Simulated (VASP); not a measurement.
# SrTiO3 (Cm) in VASP: single point with PBE

Aim: the single point of SrTiO3 with PBE.

All numbers are computed with VASP 6.6.1; they aren't measurements. Logs are shortened: lines on timing, memory, paths and dates and some standing lists are left out, and cuts for length are marked.

### Step 1. The cell of the first run

The structure is monoclinic, space group Cm (No. 8). The conventional cell has a = 5.602 Å, b = 5.582 Å, c = 3.936 Å, α = 90.00°, β = 90.18°, γ = 90.00°. Within 3.5 Å of Sr (site symmetry m) lie 12 O at 2.68 to 2.92 Å and 8 Ti at 3.41 to 3.45 Å. Ti (site symmetry m) has 6 O at 1.88 to 2.08 Å within 2.5 Å. Within 2.5 Å of O (site symmetry 1) lie 2 Ti at 1.88 to 2.08 Å. O (site symmetry m) has 2 Ti at 1.91 to 2.04 Å within 2.5 Å.

### Step 2. Single point, PBE

Contents of INCAR:

```
SYSTEM = SrTiO3
  ALGO = Normal
  EDIFF = 1E-7
  ENCUT = 520
  GGA = PE
  ISIF = 2
  ISMEAR = 0
  LASPH = .TRUE.
  LCHARG = .FALSE.
  LREAL = .FALSE.
  LWAVE = .FALSE.
  NBANDS = 28
  NELM = 80
  PREC = Accurate
  SIGMA = 0.02
```

Contents of KPOINTS:

```
k-points
0
G
  8 8 8
  0 0 0
```

Contents of POSCAR:

```
SrTiO3
1.0
    2.8011972232     -2.7911213305      0.0010145785
    2.8011972232      2.7911213305      0.0010145785
   -0.0136720685      0.0000000000      3.9358260826
Sr Ti O
1 1 3
Direct
    0.5122274745      0.5122274745      0.4925187706
    0.0151412246      0.0151412246      0.9901098873
    0.4906322308      0.9912192578      0.0057149723
    0.9912192578      0.4906322308      0.0057149723
    0.9904162077      0.9904162077      0.5059478797
```

Potentials or basis: VASP PAW PBE potentials, release 64 (Sr_sv, Ti_sv, O).

On the command line:

```sh
cat potpaw_PBE.64/Sr_sv/POTCAR potpaw_PBE.64/Ti_sv/POTCAR potpaw_PBE.64/O/POTCAR > POTCAR
mpirun -np 1 vasp_std > vasp.out
```

OUTCAR:

```text
SYSTEM = SrTiO3
   EDIFF = 1E-7
   ENCUT = 520
   GGA = PE
   ISIF = 2
   ISMEAR = 0
   LASPH = .TRUE.
   LREAL = .FALSE.
   NELM = 80
   PREC = Accurate

 ion  position               nearest neighbor table
   1  0.512  0.512  0.493-   5 2.68   4 2.70   3 2.70   4 2.77   3 2.77   5 2.79   5 2.79   4 2.81
                             3 2.81   3 2.89   4 2.89   5 2.92   2 3.41   2 3.41   2 3.41   2 3.41
   2  0.015  0.015  0.990-   3 1.88   4 1.88   5 1.91   5 2.04   4 2.08   3 2.08   1 3.41   1 3.41
                             1 3.41   1 3.41   1 3.42   1 3.42   1 3.43   1 3.45
   3  0.491  0.991  0.006-   2 1.88   2 2.08   1 2.70   1 2.77   1 2.81   1 2.89
   4  0.991  0.491  0.006-   2 1.88   2 2.08   1 2.70   1 2.77   1 2.81   1 2.89
   5  0.990  0.990  0.506-   2 1.91   2 2.04   1 2.68   1 2.79   1 2.79   1 2.92

  LATTYP: Found a base centered monoclinic cell.
 ALAT       =     5.6023948139
 B/A-ratio  =     0.9964029395
 C/A-ratio  =     0.7025298930
 COS(beta)  =    -0.0031115346

  Lattice vectors:

 A1 = (   2.8011972232,  -2.7911213305,   0.0010145785)
 A2 = (   2.8011972232,   2.7911213305,   0.0010145785)
 A3 = (  -0.0136720685,   0.0000000000,   3.9358260826)

Analysis of symmetry for initial positions (statically):
=====================================================================
 Subroutine PRICEL returns:
 Original cell was already a primitive cell.

 Routine SETGRP: Setting up the symmetry group for a
 base centered monoclinic supercell.

 Subroutine GETGRP returns: Found  2 space group operations
 (whereof  2 operations were pure point group operations)
 out of a pool of  4 trial point group operations.

The static configuration has the point symmetry C_1h.

Analysis of symmetry for dynamics (positions and initial velocities):
=====================================================================
 Subroutine PRICEL returns:
 Original cell was already a primitive cell.

 Routine SETGRP: Setting up the symmetry group for a
 base centered monoclinic supercell.

 Subroutine GETGRP returns: Found  2 space group operations
 (whereof  2 operations were pure point group operations)
 out of a pool of  4 trial point group operations.

The dynamic configuration has the point symmetry C_1h.

 Subroutine INISYM returns: Found  2 space group operations
 (whereof  2 operations are pure point group operations),
 and found     1 'primitive' translations

----------------------------------------------------------------------------------------

                                     Primitive cell

  volume of cell :      61.5444

  direct lattice vectors                    reciprocal lattice vectors
     2.801197223 -2.791121331  0.001014579     0.178494883 -0.179139471  0.000620046
     2.801197223  2.791121331  0.001014579     0.178494883  0.179139471  0.000620046
    -0.013672069  0.000000000  3.935826083    -0.000092025  0.000000000  0.254075948

  length of vectors
     3.954372920  3.954372920  3.935849829     0.252886848  0.252886848  0.254075964

  position of ions in fractional coordinates (direct lattice)
     0.512227475  0.512227475  0.492518771
     0.015141225  0.015141225  0.990109887
     0.490632231  0.991219258  0.005714972
     0.991219258  0.490632231  0.005714972
     0.990416208  0.990416208  0.505947880

  ion indices of the primitive-cell ions
   primitive index   ion index
                 1           1
                 2           2
                 3           3
                 4           4
                 5           5

----------------------------------------------------------------------------------------

 KPOINTS: k-points

Automatic generation of k-mesh.
 Grid dimensions read from file:
 generate k-points for:    8    8    8

 Generating k-lattice:

  Cartesian coordinates                     Fractional coordinates (reciprocal lattice)
     0.022311860 -0.022392434  0.000077506     0.125000000  0.000000000 -0.000000000
     0.022311860  0.022392434  0.000077506     0.000000000  0.125000000 -0.000000000
    -0.000011503  0.000000000  0.031759493     0.000000000  0.000000000  0.125000000

  Length of vectors
     0.031610856  0.031610856  0.031759496

  Shift w.r.t. Gamma in fractional coordinates (k-lattice)
     0.000000000  0.000000000  0.000000000

 Subroutine IBZKPT returns following result:
 ===========================================

 Found    150 irreducible k-points:

 Following reciprocal coordinates:
            Coordinates               Weight
  0.000000  0.000000  0.000000      1.000000
  0.125000  0.000000  0.000000      4.000000
  0.250000  0.000000  0.000000      4.000000
  0.375000  0.000000  0.000000      4.000000
  0.500000  0.000000  0.000000      2.000000
  0.125000  0.125000  0.000000      2.000000
[... 16 lines left out ...]
  0.125000  0.000000  0.125000      4.000000
  0.250000  0.000000  0.125000      4.000000
 [... further k-points ...]
   k-points           NKPTS =    150   k-points in BZ     NKDIM =    150   number of bands    NBANDS=     28
   number of dos      NEDOS =    301   number of ions     NIONS =      5
   total plane-waves  NPLWV =  27000
   dimension x,y,z NGX =    30 NGY =   30 NGZ =   30
   dimension x,y,z NGXF=    60 NGYF=   60 NGZF=   60
   ions per type =               1   1   3
   NGX,Y,Z   is equivalent  to a cutoff of  12.61, 12.61, 12.67 a.u.
   NGXF,Y,Z  is equivalent  to a cutoff of  25.22, 25.22, 25.34 a.u.
 SYSTEM =  SrTiO3
   PREC   = accura    normal or accurate (medium, high low for compatibility)
   ISTART =      0    job   : 0-new  1-cont  2-samecut
   ICHARG =      2    charge: 1-file 2-atom 10-const
   ISPIN  =      1    spin polarized calculation?
   LNONCOLLINEAR =      F non collinear calculations
   LSORBIT =      F    spin-orbit coupling
   LASPH  =      T    aspherical Exc in radial PAW
   ENCUT  =  520.0 eV  38.22 Ry    6.18 a.u.   7.35  7.35  7.32*2*pi/ulx,y,z
   NELM   =     80;   NELMIN=  2; NELMDL= -5     # of ELM steps
   EDIFF  = 0.1E-06   stopping-criterion for ELM
   LREAL  =      F    real-space projection
   EDIFFG = 0.1E-05   stopping-criterion for IOM
   NSW    =      0    number of steps for IOM
   IBRION =     -1    ionic relax: 0-MD 1-quasi-New 2-CG
   NFREE  =      0    steps in history (QN), initial steepest desc. (CG)
   ISIF   =      2    stress and relaxation
   ISYM   =      2    0-nonsym 1-usesym 2-fastsym
   POTIM  = 0.5000    time-step for ionic-motion
   TEBEG  =    0.0;   TEEND  =   0.0 temperature during run
   PSTRESS=    0.0 pullay stress
   NELECT =      40.0000    total number of electrons
   NUPDOWN=      -1.0000    fix difference up-down
   EMIN   =  10.00;   EMAX   =-10.00  energy-range for DOS
   EFERMI =   0.00;   METHOD = LEGACY
   ISMEAR =     0;   SIGMA  =   0.02  broadening in eV -4-tet -1-fermi 0-gaus
   EFERMI_NEDOS =   21; number of points for ismear=-14 and -15
   IALGO  =     38    algorithm
   IMIX   =      4    mixing-type and parameters
     AMIX     =   0.40;   BMIX     =  1.00
     AMIX_MAG =   1.60;   BMIX_MAG =  1.00
  volume/ion in A,a.u.               =      12.31        83.06
  Fermi-wavevector in a.u.,A,eV,Ry     =   1.418073  2.679769 27.360372  2.010931
  Thomas-Fermi vector in A             =   2.539237
   LORBIT       =      0    0 simple, 1 ext, 2 COOP (PROOUT), +10 PAW based schemes
   GGA     = PE    functional components
   LHFCALC =     F    Hartree Fock is set to
   AEXX    =    0.0000 exact exchange contribution
   IVDW    =     0    specifies the selected vdW correction
   LEPSILON=     F    determine dielectric tensor
   LRPA    =     F    only Hartree local field effects (RPA)
 non-spin polarized calculation
 Gauss-broadening in eV      SIGMA  =   0.02
  energy-cutoff  :      520.00
  volume of cell :       61.54
 maximum number of plane-waves:      1679
 NGX is ok and might be reduce to    30
   NGX = 15   NGY = 15   NGZ = 15

 number of electron      40.0000002 magnetization

 Free energy of the ion-electron system (eV)
  ---------------------------------------------------
  ext. energy  EPLUGINS =         0.00000000
  ---------------------------------------------------
  free energy    TOTEN  =       -40.11109387 eV

  energy without entropy =      -40.11109387  energy(sigma->0) =      -40.11109387

 E-fermi :   4.0096     XC(G=0): -11.0880

 val. band max:        3.8702675909   @ k =   0.5000   0.5000   0.5000
 cond. band min:       5.9895128760   @ k =   0.0000   0.0000   0.0000
 fundamental gap:      2.1192452850
 Fermi energy:         4.0096042812

 k-point     1 :       0.0000    0.0000    0.0000
  band No.  band energies     occupation
      1     -52.5623      2.00000
      2     -28.9933      2.00000
      3     -28.8165      2.00000
      4     -28.8118      2.00000
      5     -28.8006      2.00000
      6     -13.4204      2.00000
[... 20 lines left out ...]
     27       9.3144      0.00000
     28       9.7698      0.00000

 k-point     2 :       0.1250    0.0000    0.0000
  band No.  band energies     occupation
      1     -52.5621      2.00000
      2     -28.9988      2.00000
      3     -28.8167      2.00000
      4     -28.8116      2.00000
      5     -28.8002      2.00000
      6     -13.4264      2.00000
[... 20 lines left out ...]
     27       9.5548      0.00000
     28      10.1377      0.00000

 k-point     3 :       0.2500    0.0000    0.0000
  band No.  band energies     occupation
      1     -52.5617      2.00000
      2     -29.0131      2.00000
      3     -28.8161      2.00000
      4     -28.8111      2.00000
      5     -28.7994      2.00000
      6     -13.4840      2.00000
[... 20 lines left out ...]
     27      10.1695      0.00000
     28      11.1299      0.00000

 k-point     4 :       0.3750    0.0000    0.0000
  band No.  band energies     occupation
      1     -52.5613      2.00000
      2     -29.0286      2.00000
      3     -28.8141      2.00000
      4     -28.8106      2.00000
      5     -28.7987      2.00000
      6     -13.5785      2.00000
[... 578 lines left out ...]
     27       9.5751      0.00000
     28      10.1379      0.00000

 k-point    23 :       0.1250    0.0000    0.1250
  band No.  band energies     occupation
      1     -52.5620      2.00000
      2     -29.0014      2.00000
      3     -28.8189      2.00000
      4     -28.8121      2.00000
      5     -28.8005      2.00000
      6     -13.4168      2.00000
[... 20 lines left out ...]
     27       9.7928      0.00000
     28      10.4182      0.00000

 k-point    24 :       0.2500    0.0000    0.1250
  band No.  band energies     occupation
      1     -52.5615      2.00000
      2     -29.0106      2.00000
      3     -28.8228      2.00000
      4     -28.8120      2.00000
      5     -28.8003      2.00000
      6     -13.4377      2.00000
[... 20 lines left out ...]
     27      10.3894      0.00000
     28      11.2242      0.00000

 [... further k-points ...]

------------------------ aborting loop because EDIFF is reached ----------------------------------------

  FORCE on cell =-STRESS in cart. coord.  units (eV):
  Direction    XX          YY          ZZ          XY          YZ          ZX
  --------------------------------------------------------------------------------------
  -------------------------------------------------------------------------------------
  Total        0.2191777      0.2344420      0.2303510      0.0000000      0.0000000      0.0079930
  in kB        5.7058194      6.1031945      5.9966930      0.0000000      0.0000000      0.2080801
  external PRESSURE =       5.9352356 kB  Pullay stress =       0.0000000 kB

 VOLUME and BASIS-vectors are now :
 -----------------------------------------------------------------------------
  energy-cutoff  :      520.00
  volume of cell :       61.54
      direct lattice vectors                 reciprocal lattice vectors
     2.801197223 -2.791121331  0.001014579     0.178494883 -0.179139471  0.000620046
     2.801197223  2.791121331  0.001014579     0.178494883  0.179139471  0.000620046
    -0.013672069  0.000000000  3.935826083    -0.000092025  0.000000000  0.254075948

 POSITION                                       TOTAL-FORCE (eV/Angst)
 -----------------------------------------------------------------------------------
      2.86297      0.00000      1.93951        -0.012679     -0.000000      0.005180
      0.07129      0.00000      3.89693        -0.048309     -0.000000      0.014866
      4.15088      1.39720      0.02400         0.028831     -0.024973      0.002113
      4.15088     -1.39720      0.02400         0.028831      0.024973      0.002113
      5.54178      0.00000      1.99333         0.003327     -0.000000     -0.024273
 -----------------------------------------------------------------------------------
    total drift:                               -0.000105      0.000000      0.000193

  FREE ENERGIE OF THE ION-ELECTRON SYSTEM (eV)
  ---------------------------------------------------
  free  energy   TOTEN  =       -40.1110938664 eV

  energy  without entropy=      -40.1110938664  energy(sigma->0) =      -40.11109387
```

It took 1.9 min on 1 thread of Intel Xeon 6975P-C (Granite Rapids), shared host; peak memory 0.36 GiB.

What came out:

- Free energy: -40.1111 eV
- Pressure: 0.6 GPa
- Largest force: 0.051 eV/Å
- Band gap on the k mesh: 2.12 eV (least direct gap 2.65 eV)

Forces on the atoms (eV/Å):
```
Sr  -0.013  0.000  0.005
Ti  -0.048  0.000  0.015
O    0.029 -0.025  0.002
O    0.029  0.025  0.002
O    0.003  0.000 -0.024
```

A k mesh can miss the band edges.
